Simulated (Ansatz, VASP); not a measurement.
## MgO: VASP beside Ansatz

INCAR

```
SYSTEM = MgO
PREC = Accurate
ENCUT = 600
EDIFF = 1E-6
ISMEAR = 0
SIGMA = 0.01
LREAL = .FALSE.
LASPH = .TRUE.
NELM = 120
ALGO = Normal
ISIF = 2
LWAVE = .FALSE.
LCHARG = .FALSE.
GGA = RE
NBANDS = 11
GGA_COMPAT = .FALSE.
```

The input KPOINTS:

```
regular mesh
0
G
  8 8 8
  0 0 0
```

File POSCAR:

```
MgO
1.0
    0.0000000000      2.1085000000      2.1085000000
    2.1085000000      0.0000000000      2.1085000000
    2.1085000000      2.1085000000      0.0000000000
Mg O
1 1
Direct
    0.0000000000      0.0000000000      0.0000000000
    0.5000000000      0.5000000000      0.5000000000
```

Input for Ansatz:

```yaml
crystal:
  lattice:
    - [0.0, 2.1085, 2.1085]
    - [2.1085, 0.0, 2.1085]
    - [2.1085, 2.1085, 0.0]
  atoms:
    - { symbol: Mg, position: [0.0, 0.0, 0.0] }
    - { symbol: O, position: [0.5, 0.5, 0.5] }
accuracy: medium
kpoints:
  mp_grid:
    grid: [8, 8, 8]
hamiltonian:
  xc: revpbe
  pseudopotentials:
    kind: nc
scf:
  n_extra_bands: 4
  occupations:
    method: fixed
output:
  stress: true
```

Alike in both runs: task single point; functional revPBE; k mesh 8 × 8 × 8; no spin polarisation.

|  | VASP | Ansatz |
| --- | --- | --- |
| version | VASP 6.6.1 | Ansatz 0.2.0 |
| potentials or method | VASP PAW PBE potentials, release 64 (Mg, O) | plane waves, norm-conserving potentials |
| plane-wave cutoff (eV) | 600 | 1240 |
| occupations | gaussian, width 0.01 eV | fixed |
| valence electrons in the cell | 8 | 16 |

Ansatz gave:

```
pressure (GPa) : 7.8
```

Problem. Which values does VASP return?

Solution. Pressure (GPa): 6.7.

VASP's potentials were made for PBE, not for revPBE. VASP's potentials hold 8 valence electrons a cell and Ansatz's 16, so a difference there can come from the potentials and not from the codes.
